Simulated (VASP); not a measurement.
# Cd in VASP: further runs, part 2 of 2

VASP 6.6.1. The steps go on from the part before.

## 3. Single point, PBE, collinear spin

This run uses another cell than the first one.

Contents of INCAR:

```
SYSTEM = Cd
ALGO = Normal ; EDIFF = 1E-6
ENCUT = 520 ; GGA = PE
ISIF = 2 ; ISMEAR = 0
ISPIN = 2 ; LASPH = .True.
LCHARG = .False. ; LORBIT = 11
LREAL = .False. ; LWAVE = .False.
MAGMOM = 0.5 0.5 ; NBANDS = 23
NELM = 150 ; PREC = Accurate
SIGMA = 0.05
```

Contents of KPOINTS:

```
k-points
0
Gamma
  1 1 22
  0 0 0
```

Contents of POSCAR:

```
Cd
1.0
   11.4000000000      0.0000000000      0.0000000000
    0.0000000000      9.3000000000      0.0000000000
    0.0000000000      0.0000000000      2.8827128070
Cd
2
Direct
    0.3733305385      0.5000000000      0.0000000000
    0.6266694615      0.5000000000      0.5000000000
```

Potentials or basis: VASP PAW PBE potentials, release 64 (Cd).

On the command line:

```
cat potpaw_PBE.64/Cd/POTCAR > POTCAR
mpirun -np 1 vasp_std > vasp.out
```

OUTCAR:

```text
SYSTEM = Cd
   EDIFF = 1E-6
   ENCUT = 520
   GGA = PE
   ISIF = 2
   ISMEAR = 0
   ISPIN = 2
   LASPH = .True.
   LORBIT = 11
   LREAL = .False.
   NELM = 150
   PREC = Accurate

 ion  position               nearest neighbor table
   1  0.373  0.500  0.000-   2 3.23   2 3.23
   2  0.627  0.500  0.500-   1 3.23   1 3.23

  LATTYP: Found a simple orthorhombic cell.
 ALAT       =     2.8827128070
 B/A-ratio  =     3.2261278256
 C/A-ratio  =     3.9546083024

  Lattice vectors:

 A1 = (   0.0000000000,   0.0000000000,  -2.8827128070)
 A2 = (   0.0000000000,   9.3000000000,   0.0000000000)
 A3 = (  11.4000000000,   0.0000000000,   0.0000000000)

Analysis of symmetry for initial positions (statically):
=====================================================================
 Subroutine PRICEL returns:
 Original cell was already a primitive cell.

 Routine SETGRP: Setting up the symmetry group for a
 simple orthorhombic supercell.

 Subroutine GETGRP returns: Found  8 space group operations
 (whereof  4 operations were pure point group operations)
 out of a pool of  8 trial point group operations.

The static configuration has the point symmetry C_2v.
 The point group associated with its full space group is D_2h.

Analysis of symmetry for dynamics (positions and initial velocities):
=====================================================================
 Subroutine PRICEL returns:
 Original cell was already a primitive cell.

 Routine SETGRP: Setting up the symmetry group for a
 simple orthorhombic supercell.

 Subroutine GETGRP returns: Found  8 space group operations
 (whereof  4 operations were pure point group operations)
 out of a pool of  8 trial point group operations.

The dynamic configuration has the point symmetry C_2v.
 The point group associated with its full space group is D_2h.

Analysis of structural, dynamic, and magnetic symmetry:
[... 138 lines left out ...]
 number of electron      24.0000001 magnetization       0.0796308

 Free energy of the ion-electron system (eV)
  ---------------------------------------------------
  ext. energy  EPLUGINS =         0.00000000
  ---------------------------------------------------
  free energy    TOTEN  =        -0.38149226 eV

  energy without entropy =       -0.37834152  energy(sigma->0) =       -0.37991689

 E-fermi :  -2.2668     XC(G=0):  -2.9673

 val. band max:       -2.2824642898   @ k =   0.0000   0.0000   0.0000
 cond. band min:      -2.2381980984   @ k =   0.0000   0.0000   0.0000
 fundamental gap:      0.0442661914
 Fermi energy:        -2.2668107251

 spin component 1

 k-point     1 :       0.0000    0.0000    0.0000
  band No.  band energies     occupation
      1     -11.9638      1.00000
      2     -11.8570      1.00000
      3     -11.4038      1.00000
      4     -11.3396      1.00000
      5     -11.1008      1.00000
      6     -11.0921      1.00000
[... 301 lines left out ...]
     22       4.8181      0.00000
     23       5.5406      0.00000
 Fermi energy:        -2.2668107251

 spin component 2

 k-point     1 :       0.0000    0.0000    0.0000
  band No.  band energies     occupation
      1     -11.9633      1.00000
      2     -11.8564      1.00000
      3     -11.4007      1.00000
      4     -11.3334      1.00000
      5     -11.0964      1.00000
      6     -11.0872      1.00000
[... 301 lines left out ...]
     22       4.8693      0.00000
     23       5.5867      0.00000

------------------------ aborting loop because EDIFF is reached ----------------------------------------

  FORCE on cell =-STRESS in cart. coord.  units (eV):
  Direction    XX          YY          ZZ          XY          YZ          ZX
  --------------------------------------------------------------------------------------
  -------------------------------------------------------------------------------------
  Total        0.0425062      0.0172284      0.1030514      0.0000000      0.0000000      0.0000000
  in kB        0.2228301      0.0903164      0.5402258      0.0000000      0.0000000      0.0000000
  external PRESSURE =       0.2844574 kB  Pullay stress =       0.0000000 kB

 VOLUME and BASIS-vectors are now :
 -----------------------------------------------------------------------------
  energy-cutoff  :      520.00
  volume of cell :      305.63
      direct lattice vectors                 reciprocal lattice vectors
    11.400000000  0.000000000  0.000000000     0.087719298  0.000000000  0.000000000
     0.000000000  9.300000000  0.000000000     0.000000000  0.107526882  0.000000000
     0.000000000  0.000000000  2.882712807     0.000000000  0.000000000  0.346895465

 POSITION                                       TOTAL-FORCE (eV/Angst)
 -----------------------------------------------------------------------------------
      4.25597      4.65000      0.00000        -0.001138      0.000000      0.000000
      7.14403      4.65000      1.44136         0.001138      0.000000      0.000000
 -----------------------------------------------------------------------------------
    total drift:                               -0.000000      0.000000     -0.000000

  FREE ENERGIE OF THE ION-ELECTRON SYSTEM (eV)
  ---------------------------------------------------
  free  energy   TOTEN  =        -0.3814922625 eV

  energy  without entropy=       -0.3783415224  energy(sigma->0) =       -0.37991689

 total charge

# of ion       s       p       d       tot
------------------------------------------
    1        0.649   0.158   9.493  10.300
    2        0.649   0.158   9.493  10.300
--------------------------------------------------
tot          1.298   0.315  18.986  20.599

 magnetization (x)

# of ion       s       p       d       tot
------------------------------------------
    1       -0.001   0.006  -0.001   0.005
    2       -0.001   0.006  -0.001   0.005
--------------------------------------------------
tot         -0.001   0.012  -0.001   0.010
```

OSZICAR:

```text
N       E                     dE             d eps       ncg     rms          rms(c)
DAV:   1     0.155686764992E+03    0.15569E+03   -0.81524E+03  1104   0.735E+02
DAV:   2     0.601763755321E+01   -0.14967E+03   -0.14443E+03  1245   0.204E+02
[... 14 lines left out ...]
DAV:  17    -0.381363566040E+00   -0.10491E-03   -0.18644E-05  1111   0.147E-02    0.370E-03
DAV:  18    -0.381416948160E+00   -0.53382E-04   -0.72379E-06   933   0.826E-03    0.271E-03
DAV:  19    -0.381471357885E+00   -0.54410E-04   -0.23168E-05  1132   0.142E-02    0.205E-03
DAV:  20    -0.381484378139E+00   -0.13020E-04   -0.17301E-06   975   0.411E-03    0.111E-03
DAV:  21    -0.381491317180E+00   -0.69390E-05   -0.86052E-07   947   0.254E-03    0.675E-04
DAV:  22    -0.381492262527E+00   -0.94535E-06   -0.20131E-07   954   0.134E-03
   1 F= -.38149226E+00 E0= -.37991689E+00  d E =-.315074E-02  mag=     0.0795
```

stdout:

```text
POSCAR found type information on POSCAR Cd
 POSCAR found :  1 types and       2 ions
 scaLAPACK will be used
 LDA part: xc-table for (Slater+PW92), standard interpolation
 POSCAR, INCAR and KPOINTS ok, starting setup
 FFT: planning ... GRIDC
 FFT: planning ... GRID_SOFT
 FFT: planning ... GRID
 WAVECAR not read
 entering main loop
```

Run time: 2.5 min. Hardware: 1 thread of AMD EPYC 9R45 (Zen 5), shared host; peak memory 0.51 GiB.

Results:

```yaml
Free_energy: -0.3815 eV
Net_moment: 0.08 μB per cell
Valence_electrons_inside_the_program's_atomic_spheres: Cd 10.30
```
